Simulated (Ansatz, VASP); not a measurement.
# Rb: VASP beside Ansatz

```xyz
1
Lattice="-2.6913 2.6913 2.6913 2.6913 -2.6913 2.6913 2.6913 2.6913 -2.6913" Properties=species:S:1:pos:R:3 pbc="T T T"
Rb    0.0000    0.0000    0.0000
```

Alike in both runs: functional LDA; k mesh 14 × 14 × 14; no spin polarisation.

Ansatz relaxed the structure, and its values are those at the end. VASP's run is a single point on that final structure, the one shown.

|  | VASP | Ansatz |
| --- | --- | --- |
| version | VASP 6.6.1 | Ansatz 0.2.0 |
| potentials or method | VASP PAW LDA potentials, release 64 (Rb_sv) | plane-wave PAW, scalar-relativistic |
| plane-wave cutoff (eV) | 520 | 420 |
| occupations | methfessel-paxton of order 1, width 0.1 eV | cold, width 0.1 eV |
| valence electrons in the cell | 9 | 9 |

|  | VASP | Ansatz | Ansatz less VASP |
| --- | --- | --- | --- |
| pressure (GPa) | 0.0 | 0.0 | 0.00 |

Ansatz warns that its potentials were made for another functional, while VASP's fit it. LDA's correlation is that of Perdew and Zunger in VASP and of Perdew and Wang (1992) in Ansatz.
